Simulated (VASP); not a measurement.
# CdSe (P1) in VASP: notebook

CdSe is run at these levels: PBE; tasks: single point.

All numbers are computed with VASP 6.6.1; they aren't measurements. Logs are shortened: lines on timing, memory, paths and dates and some standing lists are left out, and cuts for length are marked.

**1. The cell of the first run**

The typed cell holds 4 atoms: a = 4.327 Å, b = 4.327 Å, c = 7.064 Å, α = 90.00°, β = 90.00°, γ = 120.00°.

**2. Single point, PBE**

INCAR

```
PREC = Accurate
ENCUT = 520
EDIFF = 1E-7
ISMEAR = -1
SIGMA = 0.1
LREAL = F
LASPH = T
NELM = 100
ALGO = Normal
ISIF = 2
LWAVE = F
LCHARG = F
GGA = PE
NBANDS = 26
```

KPOINTS

```
Automatic mesh
0
Gamma
  4 4 2
```

POSCAR

```
CdSe
1.0
    4.3268151700     -0.0000002900      0.0000000000
   -2.1634073300      3.7471320000      0.0000000000
    0.0000000000      0.0000000000      7.0637770000
Cd Se
2 2
Direct
    0.3158364196      0.6566774513      0.0071783127
    0.6654323631      0.3346511927      0.4966092503
    0.3548101219      0.6734038467      0.3850488202
    0.6718535852      0.3389395396      0.8795596180
```

Potentials or basis: VASP PAW PBE potentials, release 64 (Cd, Se).

Launch:

```sh
$ cat potpaw_PBE.64/Cd/POTCAR potpaw_PBE.64/Se/POTCAR > POTCAR
$ mpirun -np 1 vasp_std > vasp.out
```

OUTCAR:

```text
PREC = Accurate
   ENCUT = 520
   EDIFF = 1E-7
   ISMEAR = -1
   LREAL = F
   LASPH = T
   NELM = 100
   ISIF = 2
   GGA = PE

 ion  position               nearest neighbor table
   1  0.316  0.657  0.007-   4 2.58   3 2.67   4 2.68   4 2.71
   2  0.665  0.335  0.497-   3 2.56   3 2.60   3 2.70   4 2.71
   3  0.355  0.673  0.385-   2 2.56   2 2.60   1 2.67   2 2.70
   4  0.672  0.339  0.880-   1 2.58   1 2.68   2 2.71   1 2.71

  LATTYP: Found a hexagonal cell.
 ALAT       =     4.3268151700
 C/A-ratio  =     1.6325580646

  Lattice vectors:

 A1 = (   4.3268151700,  -0.0000002900,   0.0000000000)
 A2 = (  -2.1634073300,   3.7471320000,   0.0000000000)
 A3 = (   0.0000000000,   0.0000000000,   7.0637770000)

Analysis of symmetry for initial positions (statically):
=====================================================================
 Subroutine PRICEL returns:
 Original cell was already a primitive cell.

 Routine SETGRP: Setting up the symmetry group for a
 hexagonal supercell.

 Subroutine GETGRP returns: Found  1 space group operations
 (whereof  1 operations were pure point group operations)
 out of a pool of 24 trial point group operations.

The static configuration has the point symmetry C_1 .

Analysis of symmetry for dynamics (positions and initial velocities):
=====================================================================
 Subroutine PRICEL returns:
 Original cell was already a primitive cell.

 Routine SETGRP: Setting up the symmetry group for a
 hexagonal supercell.

 Subroutine GETGRP returns: Found  1 space group operations
 (whereof  1 operations were pure point group operations)
 out of a pool of 24 trial point group operations.

The dynamic configuration has the point symmetry C_1 .

 Subroutine INISYM returns: Found  1 space group operations
 (whereof  1 operations are pure point group operations),
 and found     1 'primitive' translations

----------------------------------------------------------------------------------------

                                     Primitive cell

  volume of cell :     114.5261

  direct lattice vectors                    reciprocal lattice vectors
     4.326815170 -0.000000290  0.000000000     0.231116884  0.133435374  0.000000000
    -2.163407330  3.747132000  0.000000000     0.000000018  0.266870780  0.000000000
     0.000000000  0.000000000  7.063777000     0.000000000  0.000000000  0.141567323

  length of vectors
     4.326815170  4.326815168  7.063777000     0.266870780  0.266870780  0.141567323

  position of ions in fractional coordinates (direct lattice)
     0.315836420  0.656677451  0.007178313
     0.665432363  0.334651193  0.496609250
     0.354810122  0.673403847  0.385048820
     0.671853585  0.338939540  0.879559618

  ion indices of the primitive-cell ions
   primitive index   ion index
                 1           1
                 2           2
                 3           3
                 4           4

----------------------------------------------------------------------------------------

 KPOINTS: Automatic mesh

Automatic generation of k-mesh.
 Grid dimensions read from file:
 generate k-points for:    4    4    2

 Generating k-lattice:

  Cartesian coordinates                     Fractional coordinates (reciprocal lattice)
     0.057779221  0.033358844  0.000000000     0.250000000  0.000000000  0.000000000
     0.000000004  0.066717695  0.000000000     0.000000000  0.250000000  0.000000000
     0.000000000  0.000000000  0.070783661     0.000000000  0.000000000  0.500000000

  Length of vectors
     0.066717695  0.066717695  0.070783661

  Shift w.r.t. Gamma in fractional coordinates (k-lattice)
     0.000000000  0.000000000  0.000000000

 Subroutine IBZKPT returns following result:
 ===========================================

 Found     20 irreducible k-points:

 Following reciprocal coordinates:
            Coordinates               Weight
  0.000000  0.000000  0.000000      1.000000
  0.250000  0.000000  0.000000      2.000000
  0.000000  0.250000  0.000000      2.000000
 -0.250000  0.250000  0.000000      2.000000
  0.500000  0.000000  0.000000      1.000000
  0.000000  0.500000  0.000000      1.000000
[... 12 lines left out ...]
 -0.250000  0.500000  0.500000      2.000000
  0.500000  0.250000  0.500000      2.000000
   k-points           NKPTS =     20   k-points in BZ     NKDIM =     20   number of bands    NBANDS=     26
   number of dos      NEDOS =    301   number of ions     NIONS =      4
   total plane-waves  NPLWV =  55296
   dimension x,y,z NGX =    32 NGY =   32 NGZ =   54
   dimension x,y,z NGXF=    64 NGYF=   64 NGZF=  108
   ions per type =               2   2
   NGX,Y,Z   is equivalent  to a cutoff of  12.30, 12.30, 12.71 a.u.
   NGXF,Y,Z  is equivalent  to a cutoff of  24.59, 24.59, 25.42 a.u.
 SYSTEM =  unknown system
   PREC   = accura    normal or accurate (medium, high low for compatibility)
   ISTART =      0    job   : 0-new  1-cont  2-samecut
   ICHARG =      2    charge: 1-file 2-atom 10-const
   ISPIN  =      1    spin polarized calculation?
   LNONCOLLINEAR =      F non collinear calculations
   LSORBIT =      F    spin-orbit coupling
   LASPH  =      T    aspherical Exc in radial PAW
   ENCUT  =  520.0 eV  38.22 Ry    6.18 a.u.   8.05  8.05 13.13*2*pi/ulx,y,z
   NELM   =    100;   NELMIN=  2; NELMDL= -5     # of ELM steps
   EDIFF  = 0.1E-06   stopping-criterion for ELM
   LREAL  =      F    real-space projection
   EDIFFG = 0.1E-05   stopping-criterion for IOM
   NSW    =      0    number of steps for IOM
   IBRION =     -1    ionic relax: 0-MD 1-quasi-New 2-CG
   NFREE  =      0    steps in history (QN), initial steepest desc. (CG)
   ISIF   =      2    stress and relaxation
   ISYM   =      2    0-nonsym 1-usesym 2-fastsym
   POTIM  = 0.5000    time-step for ionic-motion
   TEBEG  =    0.0;   TEEND  =   0.0 temperature during run
   PSTRESS=    0.0 pullay stress
   NELECT =      36.0000    total number of electrons
   NUPDOWN=      -1.0000    fix difference up-down
   EMIN   =  10.00;   EMAX   =-10.00  energy-range for DOS
   EFERMI =   0.00;   METHOD = LEGACY
   ISMEAR =    -1;   SIGMA  =   0.10  broadening in eV -4-tet -1-fermi 0-gaus
   EFERMI_NEDOS =   21; number of points for ismear=-14 and -15
   IALGO  =     38    algorithm
   IMIX   =      4    mixing-type and parameters
     AMIX     =   0.40;   BMIX     =  1.00
     AMIX_MAG =   1.60;   BMIX_MAG =  1.00
  volume/ion in A,a.u.               =      28.63       193.21
  Fermi-wavevector in a.u.,A,eV,Ry     =   1.113117  2.103487 16.858026  1.239030
  Thomas-Fermi vector in A             =   2.249699
   LORBIT       =      0    0 simple, 1 ext, 2 COOP (PROOUT), +10 PAW based schemes
   GGA     = PE    functional components
   LHFCALC =     F    Hartree Fock is set to
   AEXX    =    0.0000 exact exchange contribution
   IVDW    =     0    specifies the selected vdW correction
   LEPSILON=     F    determine dielectric tensor
   LRPA    =     F    only Hartree local field effects (RPA)
 non-spin polarized calculation
  energy-cutoff  :      520.00
  volume of cell :      114.53
 maximum number of plane-waves:      3110
   NGX = 17   NGY = 17   NGZ = 27

 number of electron      36.0000000 magnetization

 Free energy of the ion-electron system (eV)
  ---------------------------------------------------
  ext. energy  EPLUGINS =         0.00000000
  ---------------------------------------------------
  free energy    TOTEN  =       -10.85286326 eV

  energy without entropy =      -10.84881220  energy(sigma->0) =      -10.85083773

 E-fermi :   1.1960     XC(G=0):  -8.7933

 val. band max:        0.8471317367   @ k =   0.0000   0.0000   0.0000
 cond. band min:       1.4481728064   @ k =   0.0000   0.0000   0.0000
 fundamental gap:      0.6010410698
 Fermi energy:         1.1960264254

 k-point     1 :       0.0000    0.0000    0.0000
  band No.  band energies     occupation
      1     -11.7345      2.00000
      2     -11.2911      2.00000
      3      -7.1744      2.00000
      4      -7.1257      2.00000
      5      -7.0484      2.00000
      6      -6.9916      2.00000
[... 18 lines left out ...]
     25       7.8879      0.00000
     26       8.4538      0.00000

 k-point     2 :       0.2500    0.0000    0.0000
  band No.  band energies     occupation
      1     -11.5836      2.00000
      2     -11.2081      2.00000
      3      -7.1102      2.00000
      4      -7.0525      2.00000
      5      -6.9527      2.00000
      6      -6.8891      2.00000
[... 18 lines left out ...]
     25       8.1874      0.00000
     26       8.8808      0.00000

 k-point     3 :       0.0000    0.2500    0.0000
  band No.  band energies     occupation
      1     -11.5785      2.00000
      2     -11.2116      2.00000
      3      -7.1003      2.00000
      4      -7.0220      2.00000
      5      -6.9839      2.00000
      6      -6.9302      2.00000
[... 18 lines left out ...]
     25       8.1885      0.00000
     26       8.7520      0.00000

 k-point     4 :      -0.2500    0.2500    0.0000
  band No.  band energies     occupation
      1     -11.5755      2.00000
      2     -11.2111      2.00000
      3      -7.0809      2.00000
      4      -7.0191      2.00000
      5      -6.9914      2.00000
      6      -6.9226      2.00000
[... 18 lines left out ...]
     25       8.2436      0.00000
     26       8.7004      0.00000
[... 380 lines left out ...]
      1     -11.4001      2.00000
      2     -11.1417      2.00000
      3      -7.0379      2.00000
      4      -6.9720      2.00000
      5      -6.9213      2.00000
      6      -6.8664      2.00000
[... 18 lines left out ...]
     25       8.3359      0.00000
     26       8.5626      0.00000

 k-point    19 :      -0.2500    0.5000    0.5000
  band No.  band energies     occupation
      1     -11.3906      2.00000
      2     -11.1456      2.00000
      3      -6.9889      2.00000
      4      -6.9674      2.00000
      5      -6.9319      2.00000
      6      -6.8863      2.00000
[... 18 lines left out ...]
     25       8.4752      0.00000
     26       8.5244      0.00000

 k-point    20 :       0.5000    0.2500    0.5000
  band No.  band energies     occupation
      1     -11.3981      2.00000
      2     -11.1400      2.00000
      3      -7.0235      2.00000
      4      -6.9768      2.00000
      5      -6.9155      2.00000
      6      -6.8574      2.00000
[... 18 lines left out ...]
     25       8.3909      0.00000
     26       8.6127      0.00000

------------------------ aborting loop because EDIFF is reached ----------------------------------------

  FORCE on cell =-STRESS in cart. coord.  units (eV):
  Direction    XX          YY          ZZ          XY          YZ          ZX
  --------------------------------------------------------------------------------------
  -------------------------------------------------------------------------------------
  Total        2.3193777      1.9141433      1.0265733     -0.2632196      0.2578478      0.6172856
  in kB       32.4472402     26.7781599     14.3613820     -3.6823448      3.6071955      8.6355977
  external PRESSURE =      24.5289274 kB  Pullay stress =       0.0000000 kB

 VOLUME and BASIS-vectors are now :
 -----------------------------------------------------------------------------
  energy-cutoff  :      520.00
  volume of cell :      114.53
      direct lattice vectors                 reciprocal lattice vectors
     4.326815170 -0.000000290  0.000000000     0.231116884  0.133435374  0.000000000
    -2.163407330  3.747132000  0.000000000     0.000000018  0.266870780  0.000000000
     0.000000000  0.000000000  7.063777000     0.000000000  0.000000000  0.141567323

 POSITION                                       TOTAL-FORCE (eV/Angst)
 -----------------------------------------------------------------------------------
     -0.05410      2.46066      0.05071         0.357817      0.278280     -0.000697
      2.15522      1.25398      3.50794         0.473602      0.062265      0.396698
      0.07835      2.52333      2.71990        -0.499277     -0.059209     -0.291485
      2.17372      1.27005      6.21301        -0.332143     -0.281335     -0.104515
 -----------------------------------------------------------------------------------
    total drift:                               -0.000744      0.000066      0.000365

  FREE ENERGIE OF THE ION-ELECTRON SYSTEM (eV)
  ---------------------------------------------------
  free  energy   TOTEN  =       -10.8528632552 eV

  energy  without entropy=      -10.8488122009  energy(sigma->0) =      -10.85083773
```

Wall time 82 s (1 thread of Intel Xeon 8259CL, shared host); peak memory 0.25 GiB.

Results:

- Free energy: -10.8529 eV
- Pressure: 2.5 GPa
- Largest force: 0.621 eV/Å
- Band gap on the k mesh: 0.60 eV

Forces in eV/Å, atoms in the order of the input:
```
Cd   0.358  0.278 -0.001
Cd   0.474  0.062  0.397
Se  -0.499 -0.059 -0.291
Se  -0.332 -0.281 -0.105
```

Caveat: the k points lie up to 0.44 Å⁻¹ apart. Expect the measured gap to be larger: semilocal functionals such as PBE lack the derivative discontinuity.

[end of part 1 of 2]
